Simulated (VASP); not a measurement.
# Te (a cell with a defect) in VASP: single point with PBE

Aim: the single point of Te (a cell with a defect) with PBE.

Program: VASP 6.6.1. These are calculated values, not measurements. Logs are shortened: lines on timing, memory, paths and dates and some standing lists are left out, and cuts for length are marked.

## (1) The cell of the first run

The cell holds a defect, 20 atoms: a = 9.606 Å, b = 9.611 Å, c = 9.611 Å, α = 90.01°, β = 116.44°, γ = 116.44°.

## (2) Single point, PBE (atoms taken out, then relaxed in part)

INCAR reads:

```
SYSTEM = Te
PREC = Accurate ; ENCUT = 520
EDIFF = 1E-7 ; ISMEAR = 0
SIGMA = 0.1 ; LREAL = Auto
LASPH = .TRUE. ; NELM = 60
ALGO = Fast ; ISIF = 2
LWAVE = .FALSE. ; LCHARG = .TRUE.
GGA = PE ; LELF = .TRUE.
LVHAR = .TRUE. ; NBANDS = 76
```

KPOINTS reads:

```
Automatic mesh
0
G
  4 4 4
  0 0 0
```

POSCAR reads:

```
Te
1.0
   -6.7967353584      3.9240969887     -5.5385641135
    9.0623138112      2.6160646592     -1.8461880378
    2.2655784528     -9.1562263072     -1.8461880377
Te
20
Direct
    0.4889739176      0.8291973448      0.1777939635
    0.4889739176      0.5111272969      0.4958640115
    0.2261921339      0.2510329005      0.5916373382
    0.9285714286      0.0238095238      0.6904761905
    0.3681689396      0.2184217028      0.2031584174
    0.0584425096      0.9858666349      0.3039961380
    0.4285714286      0.0238095238      0.6904761905
    0.2261921339      0.9249706715      0.9176995671
    0.0584425096      0.6373294713      0.6525333016
    0.7987003476      0.4102895763      0.7284190794
    0.2047398115      0.6009218341      0.2675885007
    0.9285714286      0.3601276860      0.3541580283
    0.6309507233      0.1226483761      0.4632528138
    0.3681689396      0.5364917508      0.8850883695
    0.0919246670      0.3024256839      0.9690923506
    0.7987003476      0.0617524127      0.0769562430
    0.6309507233      0.7965861471      0.7893150428
    0.7652181901      0.7451933637      0.4118600304
    0.9285714286      0.6874913616      0.0267943526
    0.6524030457      0.4466972136      0.1133638802
```

Potentials or basis: VASP PAW PBE potentials, release 64 (Te).

Started as:

```sh
$ cat potpaw_PBE.64/Te/POTCAR > POTCAR
$ mpirun -np 1 vasp_std > vasp.out
```

OUTCAR:

```text
SYSTEM = Te
   PREC = Accurate
   ENCUT = 520
   EDIFF = 1E-7
   ISMEAR = 0
   LREAL = Auto
   LASPH = .TRUE.
   NELM = 60
   ISIF = 2
   GGA = PE

 ion  position               nearest neighbor table
   1  0.489  0.829  0.178-  18 3.06  11 3.13   8 3.15  13 3.25  14 3.37  16 3.38
   2  0.489  0.511  0.496-  18 3.06  11 3.13   3 3.15  17 3.25   5 3.37  10 3.38
   3  0.226  0.251  0.592-   6 3.02   2 3.15  14 3.25   4 3.27  12 3.37   7 3.40
   4  0.929  0.024  0.690-  18 3.05  15 3.05   8 3.27  17 3.27   3 3.27  13 3.27
   5  0.368  0.218  0.203-  15 3.06  20 3.13  13 3.15   8 3.25   2 3.37   6 3.38
   6  0.058  0.986  0.304-  16 2.88   3 3.02  19 3.28  18 3.34   5 3.38
   7  0.429  0.024  0.690-   8 3.40  13 3.40  17 3.40   3 3.40
   8  0.226  0.925  0.918-   9 3.02   1 3.15   5 3.25   4 3.27  19 3.37   7 3.40
   9  0.058  0.637  0.653-  10 2.88   8 3.02  12 3.28  18 3.34  14 3.38
  10  0.799  0.410  0.728-   9 2.88  13 3.02  19 3.28  15 3.34   2 3.38
  11  0.205  0.601  0.268-  19 3.10  12 3.10   1 3.13   2 3.13  15 3.48
  12  0.929  0.360  0.354-  11 3.10  20 3.10  16 3.28   9 3.28  13 3.37   3 3.37
  13  0.631  0.123  0.463-  10 3.02   5 3.15   1 3.25   4 3.27  12 3.37   7 3.40
  14  0.368  0.536  0.885-  15 3.06  20 3.13  17 3.15   3 3.25   1 3.37   9 3.38
  15  0.092  0.302  0.969-   4 3.05   5 3.06  14 3.06  16 3.34  10 3.34  11 3.48
  16  0.799  0.062  0.077-   6 2.88  17 3.02  12 3.28  15 3.34   1 3.38
  17  0.631  0.797  0.789-  16 3.02  14 3.15   2 3.25   4 3.27  19 3.37   7 3.40
  18  0.765  0.745  0.412-   4 3.05   2 3.06   1 3.06   6 3.34   9 3.34  20 3.48
  19  0.929  0.687  0.027-  11 3.10  20 3.10  10 3.28   6 3.28  17 3.37   8 3.37
  20  0.652  0.447  0.113-  19 3.10  12 3.10  14 3.13   5 3.13  18 3.48

  LATTYP: Found a base centered monoclinic cell.
 ALAT       =    13.5914862546
 B/A-ratio  =     1.0001460077
 C/A-ratio  =     0.7067453117
 COS(beta)  =    -0.6296643025

  Lattice vectors:

 A1 = (   9.0623138112,   2.6160646592,  -1.8461880378)
 A2 = (   2.2655784528,  -9.1562263072,  -1.8461880377)
 A3 = (  -6.7967353584,   3.9240969887,  -5.5385641135)

Analysis of symmetry for initial positions (statically):
=====================================================================
 Subroutine PRICEL returns:
 Original cell was already a primitive cell.

 Routine SETGRP: Setting up the symmetry group for a
 base centered monoclinic supercell.

 Subroutine GETGRP returns: Found  4 space group operations
 (whereof  1 operations were pure point group operations)
 out of a pool of  4 trial point group operations.

The static configuration has the point symmetry C_1 .
 The point group associated with its full space group is C_2h.

Analysis of symmetry for dynamics (positions and initial velocities):
=====================================================================
 Subroutine PRICEL returns:
 Original cell was already a primitive cell.

 Routine SETGRP: Setting up the symmetry group for a
[... 157 lines left out ...]
   ISMEAR =     0;   SIGMA  =   0.10  broadening in eV -4-tet -1-fermi 0-gaus
   EFERMI_NEDOS =   21; number of points for ismear=-14 and -15
   IALGO  =     68    algorithm
   IMIX   =      4    mixing-type and parameters
     AMIX     =   0.40;   BMIX     =  1.00
     AMIX_MAG =   1.60;   BMIX_MAG =  1.00
  volume/ion in A,a.u.               =      34.47       232.60
  Fermi-wavevector in a.u.,A,eV,Ry     =   0.914086  1.727373 11.368400  0.835554
  Thomas-Fermi vector in A             =   2.038673
   LORBIT       =      0    0 simple, 1 ext, 2 COOP (PROOUT), +10 PAW based schemes
   GGA     = PE    functional components
   LHFCALC =     F    Hartree Fock is set to
   AEXX    =    0.0000 exact exchange contribution
   IVDW    =     0    specifies the selected vdW correction
   LEPSILON=     F    determine dielectric tensor
   LRPA    =     F    only Hartree local field effects (RPA)
 non-spin polarized calculation
 RMM-DIIS sequential band-by-band and
 Gauss-broadening in eV      SIGMA  =   0.10
  energy-cutoff  :      520.00
  volume of cell :      689.36
 maximum number of plane-waves:     18586
   NGX = 35   NGY = 35   NGZ = 35

 number of electron     119.9999997 magnetization

 Free energy of the ion-electron system (eV)
  ---------------------------------------------------
  ext. energy  EPLUGINS =         0.00000000
  ---------------------------------------------------
  free energy    TOTEN  =       -61.28987000 eV

  energy without entropy =      -61.22638809  energy(sigma->0) =      -61.25812904

 E-fermi :   5.7484     XC(G=0):  -9.0190

 val. band max:        5.7441648217   @ k =   0.5000  -0.0000  -0.0000
 cond. band min:       5.7523912642   @ k =   0.2500   0.5000   0.5000
 fundamental gap:      0.0082264425
 Fermi energy:         5.7484090369

 k-point     1 :       0.0000    0.0000    0.0000
  band No.  band energies     occupation
      1      -7.6781      2.00000
      2      -6.6827      2.00000
      3      -6.2654      2.00000
      4      -6.2619      2.00000
      5      -6.2484      2.00000
      6      -6.0852      2.00000
[... 1789 lines left out ...]
     71       7.2570      0.00000
     72       7.3389      0.00000
 [bands above 72 left out]

------------------------ aborting loop because EDIFF is reached ----------------------------------------

  FORCE on cell =-STRESS in cart. coord.  units (eV):
  Direction    XX          YY          ZZ          XY          YZ          ZX
  --------------------------------------------------------------------------------------
  -------------------------------------------------------------------------------------
  Total       -3.1499564     -4.0436122     -2.3512744     -0.7739286      1.0057288     -1.7419736
  in kB       -7.3210111     -9.3980126     -5.4647441     -1.7987360      2.3374774     -4.0486300
  external PRESSURE =      -7.3945893 kB  Pullay stress =       0.0000000 kB

 VOLUME and BASIS-vectors are now :
 -----------------------------------------------------------------------------
  energy-cutoff  :      520.00
  volume of cell :      689.36
      direct lattice vectors                 reciprocal lattice vectors
    -6.796735358  3.924096989 -5.538564113    -0.031527741  0.018202550 -0.128965865
     9.062313811  2.616064659 -1.846188038     0.084073977  0.036405100 -0.077379519
     2.265578453 -9.156226307 -1.846188038     0.010509247 -0.091012750 -0.077379519

 POSITION                                       TOTAL-FORCE (eV/Angst)
 -----------------------------------------------------------------------------------
      4.59383      2.46009     -4.56731         0.004974      0.000357      0.001466
      2.43199     -1.28432     -4.56731         0.002178     -0.004486      0.001466
      2.07797     -3.87285     -2.80851         0.001938      0.003889     -0.006973
     -4.53116     -2.61606     -6.46166        -0.000000      0.000000      0.000000
     -0.06267      0.15597     -2.81744        -0.004974     -0.000357     -0.001466
      9.22574      0.02497     -2.70502         0.003078      0.002119     -0.006517
[... 12 lines left out ...]
     -0.02029      5.19699     -6.46166        -0.002079     -0.003602      0.000000
     -0.12927      2.69070     -4.64735         0.002144     -0.001238     -0.002629
 -----------------------------------------------------------------------------------
    total drift:                                0.000000     -0.000002      0.000001

  FREE ENERGIE OF THE ION-ELECTRON SYSTEM (eV)
  ---------------------------------------------------
  free  energy   TOTEN  =       -61.2898699959 eV

  energy  without entropy=      -61.2263880851  energy(sigma->0) =      -61.25812904
```

stdout:

```text
POSCAR found type information on POSCAR Te
 POSCAR found :  1 types and      20 ions
 scaLAPACK will be used
 LDA part: xc-table for (Slater+PW92), standard interpolation
 POSCAR, INCAR and KPOINTS ok, starting setup
 FFT: planning ... GRIDC
 FFT: planning ... GRID_SOFT
 FFT: planning ... GRID
 WAVECAR not read
 entering main loop
```

It took 43 min on 1 thread of AMD EPYC 9755, shared host; peak memory 1.2 GiB.

Results:

```yaml
Free_energy: -61.2899 eV
Pressure: -0.7 GPa
Largest_force: 0.010 eV/Å
Band_gap_on_the_k_mesh: zero (bands 60 and 61 overlap by 0.86 eV)
```

Forces on the atoms (eV/Å):
```
Te   0.005  0.000  0.001
Te   0.002 -0.004  0.001
Te   0.002  0.004 -0.007
Te   0.000  0.000  0.000
Te  -0.005  0.000 -0.001
Te   0.003  0.002 -0.007
Te   0.000  0.000  0.000
Te  -0.002 -0.004 -0.007
Te   0.000 -0.004 -0.007
Te   0.000  0.004  0.007
Te  -0.002  0.001  0.003
Te   0.002  0.004  0.000
Te   0.002  0.004  0.007
Te  -0.002  0.004 -0.001
Te   0.005 -0.003 -0.008
Te  -0.003 -0.002  0.007
Te  -0.002 -0.004  0.007
Te  -0.005  0.003  0.008
Te  -0.002 -0.004  0.000
Te   0.002 -0.001 -0.003
```

Stress tensor (GPa, compression positive):
```
-0.73 -0.18 -0.40
-0.18 -0.94  0.23
-0.40  0.23 -0.55
```

Caveat: the cell differs from its parent crystal (atoms taken out, then relaxed in part); spin-orbit coupling is left out, which moves the levels of the heavy elements.
